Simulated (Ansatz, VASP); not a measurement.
C in VASP and in Ansatz

File INCAR:

```
SYSTEM = C
PREC     = Accurate       ! precision mode
ENCUT    = 520            ! plane-wave cutoff, eV
EDIFF    = 1E-6           ! SCF threshold, eV
ISMEAR   = -1             ! smearing method
SIGMA    = 0.1            ! smearing width, eV
LREAL    = .FALSE.        ! projectors in reciprocal space
LASPH    = .TRUE.         ! aspherical terms in the spheres
NELM     = 80             ! most SCF steps
ALGO     = Normal         ! electronic algorithm
ISIF     = 2              ! what is computed and relaxed
LWAVE    = .FALSE.        ! write WAVECAR
LCHARG   = .TRUE.         ! write CHGCAR
GGA      = RE             ! functional
LELF     = .TRUE.         ! ELF
LVHAR    = .TRUE.       
NBANDS   = 8              ! bands
```

KPOINTS

```
Automatic mesh
0
G
  20 20 20
  0 0 0
```

Contents of POSCAR:

```
C
1.0
    0.0000000000      1.5070656928      1.5070656928
    1.5070656928      0.0000000000      1.5070656928
    1.5070656928      1.5070656928      0.0000000000
C
1
Direct
    0.0000000000      0.0000000000      0.0000000000
```

Input for Ansatz:

```yaml
crystal:
  lattice:
    - [0.0, 1.5070656928, 1.5070656928]
    - [1.5070656928, 0.0, 1.5070656928]
    - [1.5070656928, 1.5070656928, 0.0]
  atoms:
    - { symbol: C, position: [0.0, 0.0, 0.0] }
hamiltonian:
  xc: revpbe
  pseudopotentials:
    kind: paw
    azcp:
      C: "pseudopotentials/C.paw.azcp"
basis:
  ecutwfc: 420
  fft_grid_basis: typed
kpoints:
  mp_grid: { grid: [20, 20, 20], shift: [0, 0, 0] }
magnetization:
  spin_polarized: false
scf:
  occupations: { method: fermi_dirac, width: 0.1 }
  lower_state_search: "off"
output:
  stress: true
  write_density: true
  write_potential: true
  elf: true
  volumetric_format: npy
```

Alike in both runs: task single point; functional revPBE; k mesh 20 × 20 × 20; occupations fermi-dirac, width 0.1 eV; no spin polarisation.

```csv
,VASP,Ansatz
version,VASP 6.6.1,Ansatz 0.2.0
potentials or method,"VASP PAW PBE potentials, release 64 (C), cutoff 520 eV","plane waves (420 eV) with PAW, scalar-relativistic"
valence electrons in the cell,4,4
```

|  | VASP | Ansatz | Ansatz less VASP |
| --- | --- | --- | --- |
| pressure (GPa) | 14.2 | 14.1 | -0.09 |

VASP's potentials were made for PBE, not for revPBE.
